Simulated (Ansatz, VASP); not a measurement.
# Cs in VASP and in Ansatz

Contents of INCAR:

```
PREC = Accurate ; ENCUT = 520
EDIFF = 1E-6 ; ISMEAR = -1
SIGMA = 0.1 ; LREAL = False
LASPH = True ; NELM = 100
ALGO = Normal ; ISIF = 2
LWAVE = False ; LCHARG = True
GGA = PS ; LELF = True
LVHAR = True ; NBANDS = 26
```

File KPOINTS:

```
Automatic mesh
0
Gamma
  8 8 2
```

The input POSCAR:

```
Cs
1.0
    5.3854752340      0.0000000000      0.0000000000
   -2.6927376170      4.6639583641      0.0000000000
    0.0000000000      0.0000000000     17.5889621141
Cs
4
Direct
    0.0000000000      0.0000000000      0.0000000000
    0.0000000000      0.0000000000      0.5000000000
    0.3333333333      0.6666666667      0.2500000000
    0.6666666667      0.3333333333      0.7500000000
```

Input for Ansatz:

```yaml
crystal:
  lattice:
    - [5.385475234, 0.0, 0.0]
    - [-2.692737617, 4.6639583641, 0.0]
    - [0.0, 0.0, 17.5889621141]
  atoms:
    - { symbol: Cs, position: [0.0, 0.0, 0.0] }
    - { symbol: Cs, position: [0.0, 0.0, 0.5] }
    - { symbol: Cs, position: [0.3333333333, 0.6666666667, 0.25] }
    - { symbol: Cs, position: [0.6666666667, 0.3333333333, 0.75] }
hamiltonian:
  xc: pbesol
  pseudopotentials:
    kind: paw
    azcp:
      Cs: "pseudopotentials/Cs.paw.azcp"
basis:
  ecutwfc: 420
  fft_grid_basis: typed
kpoints:
  mp_grid: { grid: [8, 8, 2], shift: [0, 0, 0] }
magnetization:
  spin_polarized: false
scf:
  occupations: { method: fermi_dirac, width: 0.1 }
  lower_state_search: "off"
output:
  stress: true
```

Alike in both runs: task single point; functional PBEsol; k mesh 8 × 8 × 2; occupations fermi-dirac, width 0.1 eV; no spin polarisation.

```csv
,VASP,Ansatz
version,VASP 6.6.1,Ansatz 0.2.0
potentials or method,"VASP PAW PBE potentials, release 64 (Cs_sv), cutoff 520 eV","plane waves (420 eV) with PAW, scalar-relativistic"
valence electrons in the cell,36,36
```

|  | VASP | Ansatz | Ansatz less VASP |
| --- | --- | --- | --- |
| pressure (GPa) | 0.0 | 0.0 | +0.01 |

VASP's potentials were made for PBE, not for PBEsol, and Ansatz warns of the same on its side.

Neither program's run includes spin-orbit coupling.
